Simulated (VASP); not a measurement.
# AlSi23HO48 (a cell with a defect) in VASP: notebook

The runs below take AlSi23HO48 (a cell with a defect) through single point, with PBE+D3(BJ).

Everything below comes from runs of VASP 6.6.1. Logs are shortened: lines on timing, memory, paths and dates and some standing lists are left out, and cuts for length are marked.

**1. The cell of the first run**

The cell holds a defect, 73 atoms: a = 9.832 Å, b = 9.832 Å, c = 10.818 Å, α = 90.00°, β = 90.00°, γ = 120.00°.

**2. Single point, PBE+D3(BJ)**

The input, INCAR:

```
SYSTEM = AlSi23HO48
PREC = Accurate
ENCUT = 520
EDIFF = 1E-7
ISMEAR = 0
SIGMA = 0.02
LREAL = Auto
LASPH = .True.
NELM = 60
ALGO = Normal
ISIF = 2
LWAVE = .False.
LCHARG = .False.
GGA = PE
IVDW = 12
NBANDS = 234
```

The input, KPOINTS:

```
regular mesh
0
Gamma
  1 1 1
  0 0 0
```

The input, POSCAR:

```
AlSi23HO48
1.0
    9.8316000000      0.0000000000      0.0000000000
   -4.9158000000      8.5144150000      0.0000000000
    0.0000000000      0.0000000000     10.8182000000
Si O Al H
23 48 1 1
Direct
    0.2665240000      0.0059135000      0.1655480000
    0.0047801000      0.2668430000      0.3336890000
    0.2385990000      0.2405240000      0.9993619200
    0.2643930000      0.9914680000      0.6636310000
    0.9894460000      0.2647620000      0.8359160000
    0.2293890000      0.2223500000      0.5039390000
    0.2727950000      0.5039720000      0.1701260000
    0.0007480400      0.7714690000      0.3320030000
    0.2399190000      0.7394080000      0.0036103000
    0.0005861100      0.7613600000      0.8352580000
    0.2367220000      0.7327650000      0.4952940000
    0.7737470000      0.0013135000      0.1675400000
    0.4994380000      0.2689920000      0.3361520000
    0.7231280000      0.2276360000      0.0052600000
    0.7672260000      0.0003560100      0.6682640000
    0.4965340000      0.2621350000      0.8323230000
    0.7339230000      0.2294280000      0.4977480000
    0.7650270000      0.5009460000      0.1701520000
    0.5060110000      0.7694440000      0.3373120000
    0.7350110000      0.7342260000      0.0017393000
    0.7695000000      0.4946490000      0.6683140000
    0.5049940000      0.7715690000      0.8364450000
    0.7366290000      0.7353900000      0.5035120000
    0.0669300000      0.1970330000      0.4418620000
    0.3005170000      0.3678670000      0.1107810000
    0.1415150000      0.4331920000      0.2788680000
    0.2055230000      0.0726220000      0.0529050000
    0.3638220000      0.2956960000      0.3956590000
    0.4304760000      0.1432870000      0.2228400000
    0.0774410000      0.2214290000      0.9403120000
    0.2816500000      0.3345550000      0.6226230000
    0.1127490000      0.4436080000      0.7736440000
    0.2025460000      0.0517640000      0.5480320000
    0.3666400000      0.3006510000      0.8886370000
    0.4259760000      0.1307370000      0.7237120000
    0.0744250000      0.7148220000      0.4404160000
    0.2990230000      0.8705150000      0.1122040000
    0.1321980000      0.9367910000      0.2719290000
    0.2122820000      0.5747800000      0.0606630000
    0.3722160000      0.8059320000      0.3878360000
    0.4380460000      0.6385040000      0.2276310000
    0.0725450000      0.7073100000      0.9477570000
    0.2961460000      0.8548910000      0.6125940000
    0.1305640000      0.9238230000      0.7720150000
    0.2046780000      0.5650810000      0.5413850000
    0.3666500000      0.8003610000      0.8916470000
    0.4446260000      0.6419540000      0.7304500000
    0.5694620000      0.2032300000      0.4422660000
    0.7877240000      0.3607110000      0.1128000000
    0.6375250000      0.4354250000      0.2820770000
    0.7013660000      0.0652280000      0.0614060000
    0.8647800000      0.2916250000      0.3887050000
    0.9390500000      0.1430300000      0.2186820000
    0.5593170000      0.1980150000      0.9456520000
    0.7972430000      0.3592890000      0.6087090000
    0.6382200000      0.4247080000      0.7766210000
    0.7041580000      0.0647460000      0.5563510000
    0.8528310000      0.2900690000      0.8935630000
    0.9329220000      0.1411050000      0.7233450000
    0.5690300000      0.7046840000      0.4500810000
    0.8090660000      0.8707120000      0.1071580000
    0.6493380000      0.9307470000      0.2810300000
    0.7023520000      0.5687240000      0.0603190000
    0.8621690000      0.7960110000      0.3902950000
    0.9317650000      0.6379980000      0.2237340000
    0.5714880000      0.7153310000      0.9525590000
    0.7999120000      0.8658140000      0.6135890000
    0.6435860000      0.9394650000      0.7823920000
    0.7160940000      0.5738100000      0.5617710000
    0.8581930000      0.7836980000      0.8863920000
    0.9385760000      0.6183740000      0.7325650000
    0.2790850000      0.5026830000      0.6579390000
    0.0555845300      0.5056806300      0.7577358800
```

Potentials or basis: VASP PAW PBE potentials, release 64 (Si, O, Al, H).

Started as:

```console
cat potpaw_PBE.64/Si/POTCAR potpaw_PBE.64/O/POTCAR potpaw_PBE.64/Al/POTCAR potpaw_PBE.64/H/POTCAR > POTCAR
mpirun -np 1 vasp_gam > vasp.out
```

OUTCAR:

```text
SYSTEM = AlSi23HO48
   PREC = Accurate
   ENCUT = 520
   EDIFF = 1E-7
   ISMEAR = 0
   LREAL = Auto
   LASPH = .True.
   NELM = 60
   ISIF = 2
   GGA = PE
   IVDW = 12
 IVDW          = 12

 ion  position               nearest neighbor table
   1  0.267  0.006  0.166-  29 1.62  37 1.62  38 1.62  27 1.63   3 3.04   9 3.05   8 3.06  13 3.07

   2  0.005  0.267  0.334-  24 1.62  26 1.62  52 1.63  53 1.63  12 3.05   7 3.06  17 3.07   6 3.07

   3  0.239  0.241  0.999-  34 1.62  25 1.62  27 1.62  30 1.63  16 3.03   1 3.04   7 3.06   5 3.13

   4  0.264  0.991  0.664-  43 1.62  33 1.63  35 1.63  44 1.64   6 3.01  11 3.03  10 3.07  16 3.09

   5  0.989  0.265  0.836-  30 1.60  58 1.61  59 1.61  32 1.70  15 3.02  14 3.06   3 3.13
   6  0.229  0.222  0.504-  31 1.60  24 1.63  33 1.63  28 1.64   4 3.01  72 3.04  13 3.06   2 3.07

   7  0.273  0.504  0.170-  41 1.62  26 1.62  25 1.63  39 1.63  19 3.06   3 3.06   2 3.06   9 3.07

   8  0.001  0.771  0.332-  36 1.62  38 1.62  64 1.63  65 1.63  18 3.06   1 3.06  23 3.06  11 3.09
[... 31 lines left out ...]
  24  0.067  0.197  0.442-   2 1.62   6 1.63
  25  0.301  0.368  0.111-   3 1.62   7 1.63
  26  0.142  0.433  0.279-   2 1.62   7 1.62
  27  0.206  0.073  0.053-   3 1.62   1 1.63
  28  0.364  0.296  0.396-  13 1.62   6 1.64
  29  0.430  0.143  0.223-   1 1.62  13 1.63
  30  0.077  0.221  0.940-   5 1.60   3 1.63
  31  0.282  0.335  0.623-   6 1.60  72 1.71
  32  0.113  0.444  0.774-  73 1.03   5 1.70  72 1.90
  33  0.203  0.052  0.548-   4 1.63   6 1.63
  34  0.367  0.301  0.889-   3 1.62  16 1.62
  35  0.426  0.131  0.724-  16 1.62   4 1.63
  36  0.074  0.715  0.440-   8 1.62  11 1.63
  37  0.299  0.871  0.112-   9 1.62   1 1.62
  38  0.132  0.937  0.272-   1 1.62   8 1.62
[... 31 lines left out ...]
  70  0.858  0.784  0.886-  10 1.62  20 1.63
  71  0.939  0.618  0.733-  21 1.64  10 1.65
  72  0.279  0.503  0.658-  47 1.71  31 1.71  45 1.72  32 1.90   6 3.04  11 3.05  22 3.13
  73  0.056  0.506  0.758-  32 1.03

  LATTYP: Found a hexagonal cell.
 ALAT       =     9.8316000000
 C/A-ratio  =     1.1003498922

  Lattice vectors:

 A1 = (   9.8316000000,   0.0000000000,   0.0000000000)
 A2 = (  -4.9158000000,   8.5144150000,   0.0000000000)
 A3 = (   0.0000000000,   0.0000000000,  10.8182000000)

Analysis of symmetry for initial positions (statically):
=====================================================================
 Subroutine PRICEL returns:
 Original cell was already a primitive cell.

 Routine SETGRP: Setting up the symmetry group for a
 hexagonal supercell.

 Subroutine GETGRP returns: Found  1 space group operations
 (whereof  1 operations were pure point group operations)
 out of a pool of 24 trial point group operations.

The static configuration has the point symmetry C_1 .

Analysis of symmetry for dynamics (positions and initial velocities):
=====================================================================
 Subroutine PRICEL returns:
 Original cell was already a primitive cell.

 Routine SETGRP: Setting up the symmetry group for a
 hexagonal supercell.

 Subroutine GETGRP returns: Found  1 space group operations
 (whereof  1 operations were pure point group operations)
 out of a pool of 24 trial point group operations.

The dynamic configuration has the point symmetry C_1 .

 Subroutine INISYM returns: Found  1 space group operations
 (whereof  1 operations are pure point group operations),
 and found     1 'primitive' translations

----------------------------------------------------------------------------------------

                                     Primitive cell

[... 166 lines left out ...]
 Grid dimensions read from file:
 generate k-points for:    1    1    1

 Generating k-lattice:

  Cartesian coordinates                     Fractional coordinates (reciprocal lattice)
     0.101712844  0.058723941  0.000000000     1.000000000  0.000000000  0.000000000
     0.000000000  0.117447881  0.000000000     0.000000000  1.000000000  0.000000000
     0.000000000  0.000000000  0.092436819     0.000000000  0.000000000  1.000000000

  Length of vectors
     0.117447877  0.117447881  0.092436819

  Shift w.r.t. Gamma in fractional coordinates (k-lattice)
     0.000000000  0.000000000  0.000000000

 Subroutine IBZKPT returns following result:
 ===========================================

 Found      1 irreducible k-points:

 Following reciprocal coordinates:
            Coordinates               Weight
  0.000000  0.000000  0.000000      1.000000
   k-points           NKPTS =      1   k-points in BZ     NKDIM =      1   number of bands    NBANDS=    234
   number of dos      NEDOS =    301   number of ions     NIONS =     73
   total plane-waves  NPLWV = 512000
   dimension x,y,z NGX =    80 NGY =   80 NGZ =   80
   dimension x,y,z NGXF=   160 NGYF=  160 NGZF=  160
   ions per type =              23  48   1   1
   NGX,Y,Z   is equivalent  to a cutoff of  13.53, 13.53, 12.29 a.u.
   NGXF,Y,Z  is equivalent  to a cutoff of  27.05, 27.05, 24.59 a.u.
 SYSTEM =  AlSi23HO48
   PREC   = accura    normal or accurate (medium, high low for compatibility)
   ISTART =      0    job   : 0-new  1-cont  2-samecut
   ICHARG =      2    charge: 1-file 2-atom 10-const
   ISPIN  =      1    spin polarized calculation?
   LNONCOLLINEAR =      F non collinear calculations
   LSORBIT =      F    spin-orbit coupling
   LASPH  =      T    aspherical Exc in radial PAW
   ENCUT  =  520.0 eV  38.22 Ry    6.18 a.u.  18.28 18.28 20.11*2*pi/ulx,y,z
   NELM   =     60;   NELMIN=  2; NELMDL= -5     # of ELM steps
   EDIFF  = 0.1E-06   stopping-criterion for ELM
   LREAL  =      T    real-space projection
   EDIFFG = 0.1E-05   stopping-criterion for IOM
   NSW    =      0    number of steps for IOM
   IBRION =     -1    ionic relax: 0-MD 1-quasi-New 2-CG
   NFREE  =      0    steps in history (QN), initial steepest desc. (CG)
   ISIF   =      2    stress and relaxation
   ISYM   =      2    0-nonsym 1-usesym 2-fastsym
   POTIM  = 0.5000    time-step for ionic-motion
   TEBEG  =    0.0;   TEEND  =   0.0 temperature during run
   PSTRESS=    0.0 pullay stress
   NELECT =     384.0000    total number of electrons
   NUPDOWN=      -1.0000    fix difference up-down
   EMIN   =  10.00;   EMAX   =-10.00  energy-range for DOS
   EFERMI =   0.00;   METHOD = LEGACY
   ISMEAR =     0;   SIGMA  =   0.02  broadening in eV -4-tet -1-fermi 0-gaus
   EFERMI_NEDOS =   21; number of points for ismear=-14 and -15
   IALGO  =     38    algorithm
   IMIX   =      4    mixing-type and parameters
     AMIX     =   0.40;   BMIX     =  1.00
     AMIX_MAG =   1.60;   BMIX_MAG =  1.00
  volume/ion in A,a.u.               =      12.41        83.72
  Fermi-wavevector in a.u.,A,eV,Ry     =   1.229912  2.324196 20.581296  1.512683
  Thomas-Fermi vector in A             =   2.364781
   LORBIT       =      0    0 simple, 1 ext, 2 COOP (PROOUT), +10 PAW based schemes
   GGA     = PE    functional components
   LHFCALC =     F    Hartree Fock is set to
   AEXX    =    0.0000 exact exchange contribution
   IVDW    =    12    specifies the selected vdW correction
   LEPSILON=     F    determine dielectric tensor
   LRPA    =     F    only Hartree local field effects (RPA)
 non-spin polarized calculation
 Gauss-broadening in eV      SIGMA  =   0.02
  energy-cutoff  :      520.00
  volume of cell :      905.60
 maximum number of plane-waves:     12195
 NGX is ok and might be reduce to    80
   NGX = 37   NGY = 37   NGZ = 41

 number of electron     383.9999997 magnetization

 Free energy of the ion-electron system (eV)
  ---------------------------------------------------
  ext. energy  EPLUGINS =         0.00000000
  ---------------------------------------------------
  free energy    TOTEN  =      -570.24563188 eV

  energy without entropy =     -570.24563188  energy(sigma->0) =     -570.24563188

 E-fermi :   1.4618     XC(G=0):  -9.2686

 val. band max:        1.3677960017   @ k =   0.0000   0.0000   0.0000
 cond. band min:       6.8740795414   @ k =   0.0000   0.0000   0.0000
 fundamental gap:      5.5062835397
 Fermi energy:         1.4618460859

 k-point     1 :       0.0000    0.0000    0.0000
  band No.  band energies     occupation
      1     -18.4671      2.00000
      2     -18.1154      2.00000
      3     -17.8344      2.00000
      4     -17.7714      2.00000
      5     -17.7158      2.00000
      6     -17.7074      2.00000
[... 196 lines left out ...]
    203       9.9075      0.00000
    204       9.9670      0.00000
 [bands above 204 left out]

------------------------ aborting loop because EDIFF is reached ----------------------------------------

 Edisp (eV)  -10.39484

 E8    (eV) :    -3.5307

  FORCE on cell =-STRESS in cart. coord.  units (eV):
  Direction    XX          YY          ZZ          XY          YZ          ZX
  --------------------------------------------------------------------------------------
  -------------------------------------------------------------------------------------
  Total       1.29635     5.00620     5.08545     1.35918     1.12680    -0.41956
  in kB       2.29350     8.85696     8.99717     2.40466     1.99354    -0.74229
  external pressure =        6.72 kB  Pullay stress =        0.00 kB

 VOLUME and BASIS-vectors are now :
 -----------------------------------------------------------------------------
  energy-cutoff  :      520.00
  volume of cell :      905.60
      direct lattice vectors                 reciprocal lattice vectors
     9.831600000  0.000000000  0.000000000     0.101712844  0.058723941  0.000000000
    -4.915800000  8.514415000  0.000000000     0.000000000  0.117447881  0.000000000
     0.000000000  0.000000000 10.818200000     0.000000000  0.000000000  0.092436819

 POSITION                                       TOTAL-FORCE (eV/Angst)
 -----------------------------------------------------------------------------------
      2.59129      0.05035      1.79093         0.011280      0.005480     -0.004922
     -1.26475      2.27201      3.60991        -0.005305      0.018792     -0.001281
      1.16344      2.04792     10.81130        -0.040737      0.000355     -0.016183
     -2.27445      8.44177      7.17929         0.018615      0.019900      0.005600
      8.42632      2.25429      9.04311         0.035988      0.120090     -0.047188
      1.16223      1.89318      5.45171        -0.019587     -0.017793     -0.023482
[... 65 lines left out ...]
      0.27276      4.28005      7.11772        -0.048350     -0.030337      0.068880
     -1.93934      4.30557      8.19734         1.042894     -0.647802      0.204635
 -----------------------------------------------------------------------------------
    total drift:                                0.009325      0.011536      0.004460

  FREE ENERGIE OF THE ION-ELECTRON SYSTEM (eV)
  ---------------------------------------------------
  free  energy   TOTEN  =      -580.6404729351 eV

  energy  without entropy=     -580.6404729351  energy(sigma->0) =     -580.64047294
```

Wall time 15 min (1 thread of AMD EPYC 7R43 (Zen 3), shared host); peak memory 0.89 GiB.

Results:

* Free energy: -580.6405 eV
* Pressure: 0.7 GPa
* Largest force: 1.245 eV/Å
* Band gap on the k mesh: 5.51 eV
* Dispersion energy per atom: -0.142 eV

Forces on the atoms (eV/Å):
```
Si   0.011  0.005 -0.005
Si  -0.005  0.019 -0.001
Si  -0.041  0.000 -0.016
Si   0.019  0.020  0.006
Si   0.036  0.120 -0.047
Si  -0.020 -0.018 -0.023
Si   0.016 -0.004 -0.007
Si  -0.009  0.017 -0.006
Si   0.009 -0.021  0.004
Si  -0.011  0.066  0.056
Si  -0.010  0.009 -0.010
Si   0.013  0.004 -0.004
Si  -0.005  0.009 -0.002
Si   0.005 -0.010 -0.012
Si   0.031  0.020  0.006
Si  -0.017  0.008  0.008
Si  -0.002 -0.023 -0.005
Si   0.018 -0.010 -0.003
Si   0.005  0.012 -0.006
Si  -0.016 -0.017  0.001
Si  -0.044 -0.054 -0.032
Si  -0.018  0.025  0.019
Si  -0.014 -0.008  0.002
O    0.005  0.000  0.004
O   -0.004 -0.002  0.004
O    0.001 -0.004  0.004
O    0.013 -0.009  0.009
O   -0.011 -0.007  0.005
O    0.000  0.008  0.001
O    0.023 -0.007  0.023
O    0.006  0.021  0.023
O   -1.037  0.649 -0.233
O    0.003 -0.006 -0.004
O    0.007 -0.005  0.001
O   -0.009 -0.005 -0.002
O    0.001  0.007  0.006
O   -0.005 -0.004 -0.004
O    0.006 -0.004 -0.001
O    0.004  0.005  0.008
O   -0.015  0.004  0.006
O   -0.001  0.013  0.007
O   -0.012  0.004 -0.020
O    0.001 -0.015 -0.004
O    0.006 -0.009 -0.010
O    0.017 -0.033  0.009
O   -0.002 -0.001  0.000
O    0.001 -0.023 -0.036
O   -0.002  0.009  0.003
O   -0.008  0.003  0.004
O    0.004  0.001 -0.002
O    0.010 -0.008  0.006
O   -0.003 -0.007  0.002
O    0.002  0.008  0.002
O   -0.010  0.006 -0.009
O   -0.002  0.007  0.003
O    0.026  0.013 -0.011
O    0.000  0.002 -0.003
O   -0.042 -0.013  0.027
O   -0.015 -0.035 -0.023
O   -0.006  0.004 -0.001
O    0.002 -0.005 -0.005
O    0.001 -0.007  0.000
O    0.007  0.000 -0.004
O   -0.002 -0.006  0.002
O   -0.001  0.008  0.005
O   -0.006  0.008 -0.002
O    0.003 -0.014 -0.004
O   -0.005 -0.005  0.009
O    0.017  0.006  0.015
O    0.008 -0.013 -0.010
O    0.080 -0.028  0.005
Al  -0.048 -0.030  0.069
H    1.043 -0.648  0.205
```

Stress tensor (GPa, compression positive):
```
 0.23  0.24 -0.07
 0.24  0.89  0.20
-0.07  0.20  0.90
```

Levels at points of the mesh, in eV from the valence-band top:
```csv
k point,band 188,band 189,band 190,band 191,band 192,band 193,band 194,band 195,band 196,band 197
"(0.00, 0.00, 0.00)",-0.30,-0.28,-0.13,-0.08,0.00,5.51,7.28,7.52,7.78,7.82
```

Caveat: the k points lie up to 0.74 Å⁻¹ apart.

[end of part 1 of 2]
